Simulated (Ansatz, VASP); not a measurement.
**One calculation of Te, two programs**

Contents of INCAR:

```
SYSTEM = Te
PREC     = Accurate       ! precision mode
ENCUT    = 520            ! plane-wave cutoff, eV
EDIFF    = 1E-7           ! SCF threshold, eV
ISMEAR   = 0              ! smearing method
SIGMA    = 0.15           ! smearing width, eV
LREAL    = .FALSE.        ! projectors in reciprocal space
LASPH    = .TRUE.         ! aspherical terms in the spheres
NELM     = 80             ! most SCF steps
ALGO     = Normal         ! electronic algorithm
ISIF     = 2              ! what is computed and relaxed
LWAVE    = .FALSE.        ! write WAVECAR
LCHARG   = .FALSE.        ! write CHGCAR
GGA      = PS             ! functional
NBANDS   = 9              ! bands
```

The input KPOINTS:

```
regular mesh
0
G
  15 15 15
  0 0 0
```

Contents of POSCAR:

```
Te
1.0
    2.1912490941      1.2651182544      1.8743944751
   -2.1912490941      1.2651182544      1.8743944751
    0.0000000000     -2.5302365087      1.8743944752
Te
1
Direct
    0.5000000000      0.5000000000      0.5000000000
```

Input for Ansatz:

```yaml
crystal:
  lattice:
    - [2.1912490941, 1.2651182544, 1.8743944751]
    - [-2.1912490941, 1.2651182544, 1.8743944751]
    - [0.0, -2.5302365087, 1.8743944752]
  atoms:
    - { symbol: Te, position: [0.5, 0.5, 0.5] }
basis:
  ecutwfc: 420
kpoints:
  mp_grid: { grid: [15, 15, 15] }
hamiltonian:
  xc: pbesol
  pseudopotentials: { kind: paw }
scf:
  occupations: { method: gaussian, width: 0.15 }
output:
  forces: true
  stress: true
  eigenvalues: true
```

Alike in both runs: task single point; functional PBEsol; k mesh 15 × 15 × 15; occupations gaussian, width 0.15 eV; no spin polarisation.

|  | VASP | Ansatz |
| --- | --- | --- |
| version | VASP 6.6.1 | Ansatz 0.2.0 |
| potentials or method | VASP PAW PBE potentials, release 64 (Te), cutoff 520 eV | scalar-relativistic, plane waves, PAW |
| valence electrons in the cell | 6 | 16 |

|  | VASP | Ansatz | Ansatz less VASP |
| --- | --- | --- | --- |
| gap on the k mesh at the Fermi level (eV) | none | none | - |
| pressure (GPa) | 0.0 | 0.0 | -0.05 |
| traceless stress, the component that is largest in VASP (GPa) | -0.08 | -0.09 | -0.006 |

VASP's potentials were made for PBE, not for PBEsol. A gap of «none» marks a metal or a gap that the smearing closes. VASP's potentials hold 6 valence electrons a cell and Ansatz's 16, so a difference there can come from the potentials and not from the codes.

Neither program's run includes spin-orbit coupling.
